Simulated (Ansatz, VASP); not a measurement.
Two plane-wave programs on Pt

INCAR

```
  ALGO = Fast
  EDIFF = 1E-7
  ENCUT = 520
  GGA = PE
  ISIF = 2
  ISMEAR = 0
  LASPH = T
  LCHARG = F
  LREAL = F
  LWAVE = F
  NBANDS = 17
  NELM = 80
  PREC = Accurate
  SIGMA = 0.15
```

The input KPOINTS:

```
k-points
0
Gamma
  16 16 12
```

File POSCAR:

```
Pt
1.0
    0.0000000000     -1.9849647118     -1.9849647118
    0.0000000000      1.9849647118     -1.9849647118
    3.9699294236      0.0000000000      0.0000000000
Pt
2
Direct
    0.5059950688      0.4940049312      0.5000000000
   -0.0059950688      0.0059950688      0.0000000000
```

Input for Ansatz:

```yaml
crystal:
  lattice:
    - [0.0, -1.9849647118, -1.9849647118]
    - [0.0, 1.9849647118, -1.9849647118]
    - [3.9699294236, 0.0, 0.0]
  atoms:
    - { symbol: Pt, position: [0.5059950688, 0.4940049312, 0.5] }
    - { symbol: Pt, position: [-0.0059950688, 0.0059950688, 0.0] }
basis:
  ecutwfc: 420
kpoints:
  mp_grid: { grid: [16, 16, 12] }
hamiltonian:
  xc: pbe
  pseudopotentials: { kind: paw, azcp: { folder: soft_1 } }
scf:
  occupations: { method: gaussian, width: 0.15 }
output:
  forces: true
  stress: true
  eigenvalues: true
```

Change from the starting cell: mode 4 frozen in at -0.024 Å and mode 5 at +0.000 Å (largest displacements).

Alike in both runs: task single point; functional PBE; k mesh 16 × 16 × 12; occupations gaussian, width 0.15 eV; no spin polarisation.

|  | VASP | Ansatz |
| --- | --- | --- |
| version | VASP 6.6.1 | Ansatz 0.2.0 |
| potentials or method | VASP PAW PBE potentials, release 64 (Pt), cutoff 520 eV | scalar-relativistic, plane waves, PAW |
| valence electrons in the cell | 20 | 36 |

```csv
,VASP,Ansatz,Ansatz less VASP
gap on the k mesh at the Fermi level (eV),none,none,-
pressure (GPa),-0.2,0.2,+0.47
"traceless stress, the component that is largest in VASP (GPa)",0.10,0.10,+0.001
rms of the force components (eV/Å),0.144,0.145,+0.0014
```

Atom by atom the forces differ by 0.001 eV/Å (rms over components). A gap of «none» marks a metal or a gap that the smearing closes. VASP's potentials hold 20 valence electrons a cell and Ansatz's 36, so a difference there can come from the potentials and not from the codes.

Spin-orbit coupling is off throughout.
